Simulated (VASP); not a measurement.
# GaN (Fm-3m) in VASP: notebook

Aim: see how the results for GaN move with the level of theory and the settings. Levels: PBE, PBE-based screened hybrid with 35 % exact exchange, PBE-based screened hybrid with 30 % exact exchange, PBE-based global hybrid with 50 % exact exchange, PBE-based screened hybrid with 75 % exact exchange. Tasks: single point.

All numbers are computed with VASP 6.6.1; they aren't measurements. Logs are shortened: lines on timing, memory, paths and dates and some standing lists are left out, and cuts for length are marked.

## (1) The cell of the first run

It takes space group Fm-3m (No. 225, cubic). The conventional cell has a = 4.217 Å, b = 4.217 Å, c = 4.217 Å, α = 90.00°, β = 90.00°, γ = 90.00°. Ga (site symmetry m-3m) has 6 N at 2.11 Å within 2.8 Å. Within 2.8 Å of N (site symmetry m-3m) lie 6 Ga at 2.11 Å.

## (2) Single point, PBE

File INCAR:

```
SYSTEM = GaN
PREC = Accurate
ENCUT = 520
EDIFF = 1E-6
ISMEAR = -1
SIGMA = 0.5
LREAL = .False.
LASPH = .True.
NELM = 80
ALGO = Normal
ISIF = 2
LWAVE = .False.
LCHARG = .False.
GGA = PE
NBANDS = 16
```

File KPOINTS:

```
regular mesh
0
Gamma
  8 8 8
  0 0 0
```

File POSCAR:

```
GaN
1.0
    0.0000000000      2.1085153689      2.1085153689
    2.1085153689      0.0000000000      2.1085153689
    2.1085153689      2.1085153689      0.0000000000
Ga N
1 1
Direct
    0.5000000000      0.5000000000      0.5000000000
    0.0000000000      0.0000000000      0.0000000000
```

Potentials or basis: VASP PAW PBE potentials, release 64 (Ga_d, N).

Launch:

```sh
$ cat potpaw_PBE.64/Ga_d/POTCAR potpaw_PBE.64/N/POTCAR > POTCAR
$ mpirun -np 1 vasp_std > vasp.out
```

OUTCAR:

```text
SYSTEM = GaN
   PREC = Accurate
   ENCUT = 520
   EDIFF = 1E-6
   ISMEAR = -1
   LREAL = .False.
   LASPH = .True.
   NELM = 80
   ISIF = 2
   GGA = PE

 ion  position               nearest neighbor table
   1  0.500  0.500  0.500-   2 2.11   2 2.11   2 2.11   2 2.11   2 2.11   2 2.11
   2  0.000  0.000  0.000-   1 2.11   1 2.11   1 2.11   1 2.11   1 2.11   1 2.11

  LATTYP: Found a face centered cubic cell.
 ALAT       =     4.2170307378

  Lattice vectors:

 A1 = (   0.0000000000,   2.1085153689,   2.1085153689)
 A2 = (   2.1085153689,   0.0000000000,   2.1085153689)
 A3 = (   2.1085153689,   2.1085153689,   0.0000000000)

Analysis of symmetry for initial positions (statically):
=====================================================================
 Subroutine PRICEL returns:
 Original cell was already a primitive cell.

 Routine SETGRP: Setting up the symmetry group for a
 face centered cubic supercell.

 Subroutine GETGRP returns: Found 48 space group operations
 (whereof 48 operations were pure point group operations)
 out of a pool of 48 trial point group operations.

The static configuration has the point symmetry O_h .

Analysis of symmetry for dynamics (positions and initial velocities):
=====================================================================
 Subroutine PRICEL returns:
 Original cell was already a primitive cell.

 Routine SETGRP: Setting up the symmetry group for a
 face centered cubic supercell.

 Subroutine GETGRP returns: Found 48 space group operations
 (whereof 48 operations were pure point group operations)
 out of a pool of 48 trial point group operations.

The dynamic configuration has the point symmetry O_h .

 Subroutine INISYM returns: Found 48 space group operations
 (whereof 48 operations are pure point group operations),
 and found     1 'primitive' translations

----------------------------------------------------------------------------------------

                                     Primitive cell

  volume of cell :      18.7482

  direct lattice vectors                    reciprocal lattice vectors
     0.000000000  2.108515369  2.108515369    -0.237133676  0.237133676  0.237133676
     2.108515369  0.000000000  2.108515369     0.237133676 -0.237133676  0.237133676
     2.108515369  2.108515369  0.000000000     0.237133676  0.237133676 -0.237133676

  length of vectors
     2.981891031  2.981891031  2.981891031     0.410727575  0.410727575  0.410727575

  position of ions in fractional coordinates (direct lattice)
     0.500000000  0.500000000  0.500000000
     0.000000000  0.000000000  0.000000000

  ion indices of the primitive-cell ions
   primitive index   ion index
                 1           1
                 2           2

----------------------------------------------------------------------------------------

 KPOINTS: regular mesh

Automatic generation of k-mesh.
 Grid dimensions read from file:
 generate k-points for:    8    8    8

 Generating k-lattice:

  Cartesian coordinates                     Fractional coordinates (reciprocal lattice)
    -0.029641709  0.029641709  0.029641709     0.125000000  0.000000000  0.000000000
     0.029641709 -0.029641709  0.029641709     0.000000000  0.125000000  0.000000000
     0.029641709  0.029641709 -0.029641709     0.000000000  0.000000000  0.125000000

  Length of vectors
     0.051340947  0.051340947  0.051340947

  Shift w.r.t. Gamma in fractional coordinates (k-lattice)
     0.000000000  0.000000000  0.000000000

 Subroutine IBZKPT returns following result:
 ===========================================

 Found     29 irreducible k-points:

 Following reciprocal coordinates:
            Coordinates               Weight
  0.000000  0.000000  0.000000      1.000000
  0.125000  0.000000  0.000000      8.000000
  0.250000  0.000000  0.000000      8.000000
  0.375000  0.000000  0.000000      8.000000
  0.500000  0.000000  0.000000      4.000000
  0.125000  0.125000  0.000000      6.000000
[... 16 lines left out ...]
  0.500000  0.250000  0.125000     48.000000
 -0.375000  0.250000  0.125000     24.000000
 [... further k-points ...]
   k-points           NKPTS =     29   k-points in BZ     NKDIM =     29   number of bands    NBANDS=     16
   number of dos      NEDOS =    301   number of ions     NIONS =      2
   total plane-waves  NPLWV =  13824
   dimension x,y,z NGX =    24 NGY =   24 NGZ =   24
   dimension x,y,z NGXF=    48 NGYF=   48 NGZF=   48
   ions per type =               1   1
   NGX,Y,Z   is equivalent  to a cutoff of  13.38, 13.38, 13.38 a.u.
   NGXF,Y,Z  is equivalent  to a cutoff of  26.76, 26.76, 26.76 a.u.
 SYSTEM =  GaN
   PREC   = accura    normal or accurate (medium, high low for compatibility)
   ISTART =      0    job   : 0-new  1-cont  2-samecut
   ICHARG =      2    charge: 1-file 2-atom 10-const
   ISPIN  =      1    spin polarized calculation?
   LNONCOLLINEAR =      F non collinear calculations
   LSORBIT =      F    spin-orbit coupling
   LASPH  =      T    aspherical Exc in radial PAW
   ENCUT  =  520.0 eV  38.22 Ry    6.18 a.u.   5.54  5.54  5.54*2*pi/ulx,y,z
   NELM   =     80;   NELMIN=  2; NELMDL= -5     # of ELM steps
   EDIFF  = 0.1E-05   stopping-criterion for ELM
   LREAL  =      F    real-space projection
   EDIFFG = 0.1E-04   stopping-criterion for IOM
   NSW    =      0    number of steps for IOM
   IBRION =     -1    ionic relax: 0-MD 1-quasi-New 2-CG
   NFREE  =      0    steps in history (QN), initial steepest desc. (CG)
   ISIF   =      2    stress and relaxation
   ISYM   =      2    0-nonsym 1-usesym 2-fastsym
   POTIM  = 0.5000    time-step for ionic-motion
   TEBEG  =    0.0;   TEEND  =   0.0 temperature during run
   PSTRESS=    0.0 pullay stress
   NELECT =      18.0000    total number of electrons
   NUPDOWN=      -1.0000    fix difference up-down
   EMIN   =  10.00;   EMAX   =-10.00  energy-range for DOS
   EFERMI =   0.00;   METHOD = LEGACY
   ISMEAR =    -1;   SIGMA  =   0.50  broadening in eV -4-tet -1-fermi 0-gaus
   EFERMI_NEDOS =   21; number of points for ismear=-14 and -15
   IALGO  =     38    algorithm
   IMIX   =      4    mixing-type and parameters
     AMIX     =   0.40;   BMIX     =  1.00
     AMIX_MAG =   1.60;   BMIX_MAG =  1.00
  volume/ion in A,a.u.               =       9.37        63.26
  Fermi-wavevector in a.u.,A,eV,Ry     =   1.615024  3.051952 35.488097  2.608302
  Thomas-Fermi vector in A             =   2.709838
   LORBIT       =      0    0 simple, 1 ext, 2 COOP (PROOUT), +10 PAW based schemes
   GGA     = PE    functional components
   LHFCALC =     F    Hartree Fock is set to
   AEXX    =    0.0000 exact exchange contribution
   IVDW    =     0    specifies the selected vdW correction
   LEPSILON=     F    determine dielectric tensor
   LRPA    =     F    only Hartree local field effects (RPA)
 non-spin polarized calculation
  energy-cutoff  :      520.00
  volume of cell :       18.75
 maximum number of plane-waves:       531
 NGX is ok and might be reduce to    24
   NGX = 11   NGY = 11   NGZ = 11

 number of electron      18.0000008 magnetization

 Free energy of the ion-electron system (eV)
  ---------------------------------------------------
  ext. energy  EPLUGINS =         0.00000000
  ---------------------------------------------------
  free energy    TOTEN  =       -11.22893236 eV

  energy without entropy =      -11.09306205  energy(sigma->0) =      -11.16099720

 E-fermi :   9.1773     XC(G=0): -13.1184

 val. band max:        8.6259345380   @ k =   0.5000   0.5000   0.0000
 cond. band min:       9.7722236557   @ k =   0.3750   0.3750   0.0000
 fundamental gap:      1.1462891177
 Fermi energy:         9.1773196767

 k-point     1 :       0.0000    0.0000    0.0000
  band No.  band energies     occupation
      1      -9.4121      2.00000
      2      -5.9634      2.00000
      3      -5.9634      2.00000
      4      -5.9634      2.00000
      5      -5.8678      2.00000
      6      -5.8678      2.00000
[... 8 lines left out ...]
     15      23.9115      0.00000
     16      23.9115      0.00000

 k-point     2 :       0.1250    0.0000    0.0000
  band No.  band energies     occupation
      1      -9.1078      2.00000
      2      -5.9759      2.00000
      3      -5.9530      2.00000
      4      -5.9530      2.00000
      5      -5.8833      2.00000
      6      -5.8833      2.00000
[... 8 lines left out ...]
     15      24.1947      0.00000
     16      24.1947      0.00000

 k-point     3 :       0.2500    0.0000    0.0000
  band No.  band energies     occupation
      1      -8.2475      2.00000
      2      -6.0121      2.00000
      3      -6.0121      2.00000
      4      -6.0069      2.00000
      5      -5.8350      2.00000
      6      -5.8350      2.00000
[... 8 lines left out ...]
     15      25.9042      0.00000
     16      25.9042      0.00000

 k-point     4 :       0.3750    0.0000    0.0000
  band No.  band energies     occupation
      1      -7.0634      2.00000
      2      -6.0935      2.00000
      3      -6.0935      2.00000
      4      -6.0505      2.00000
      5      -5.7623      2.00000
      6      -5.7623      2.00000
[... 8 lines left out ...]
     15      28.6313      0.00000
     16      28.6313      0.00000
[... 324 lines left out ...]
 k-point    22 :       0.3750    0.2500    0.1250
  band No.  band energies     occupation
      1      -7.8085      2.00000
      2      -6.0328      2.00000
      3      -5.9813      2.00000
      4      -5.9168      2.00000
      5      -5.8354      2.00000
      6      -5.5967      2.00000
[... 8 lines left out ...]
     15      29.3204      0.00000
     16      29.6860      0.00000

 k-point    23 :       0.5000    0.2500    0.1250
  band No.  band energies     occupation
      1      -7.2951      2.00000
      2      -6.0557      2.00000
      3      -5.9957      2.00000
      4      -5.9219      2.00000
      5      -5.7592      2.00000
      6      -4.9981      2.00000
[... 8 lines left out ...]
     15      29.2885      0.00000
     16      30.8094      0.00000

 k-point    24 :      -0.3750    0.2500    0.1250
  band No.  band energies     occupation
      1      -7.1356      2.00000
      2      -6.0838      2.00000
      3      -5.9975      2.00000
      4      -5.9151      2.00000
      5      -5.7273      2.00000
      6      -4.4776      2.00000
[... 8 lines left out ...]
     15      27.0270      0.00000
     16      31.7028      0.00000

 [... further k-points ...]
[... 5 lines left out ...]
  --------------------------------------------------------------------------------------
  -------------------------------------------------------------------------------------
  Total        1.3288904      1.3288904      1.3288904      0.0000000     -0.0000000      0.0000000
  in kB      113.5636764    113.5636764    113.5636764      0.0000000     -0.0000000      0.0000000
  external PRESSURE =     113.5636764 kB  Pullay stress =       0.0000000 kB

 VOLUME and BASIS-vectors are now :
 -----------------------------------------------------------------------------
  energy-cutoff  :      520.00
  volume of cell :       18.75
      direct lattice vectors                 reciprocal lattice vectors
     0.000000000  2.108515369  2.108515369    -0.237133676  0.237133676  0.237133676
     2.108515369  0.000000000  2.108515369     0.237133676 -0.237133676  0.237133676
     2.108515369  2.108515369  0.000000000     0.237133676  0.237133676 -0.237133676

 POSITION                                       TOTAL-FORCE (eV/Angst)
 -----------------------------------------------------------------------------------
      2.10852      2.10852      2.10852         0.000000     -0.000000     -0.000000
      0.00000      0.00000      0.00000        -0.000000      0.000000      0.000000
 -----------------------------------------------------------------------------------
    total drift:                                0.000000     -0.000000      0.000000

  FREE ENERGIE OF THE ION-ELECTRON SYSTEM (eV)
  ---------------------------------------------------
  free  energy   TOTEN  =       -11.2289323555 eV

  energy  without entropy=      -11.0930620519  energy(sigma->0) =      -11.16099720
```

It took 7.2 s on 1 thread of Intel Xeon Platinum 8375C at 2.90GHz (Ice Lake), shared host; peak memory 0.14 GiB.

What came out:

- Free energy: -11.2289 eV
- Pressure: 11.4 GPa

Caveat: the cell stands under pressure; so wide a smearing shifts energies and pressures.

(Part 1 of 2 ends here.)
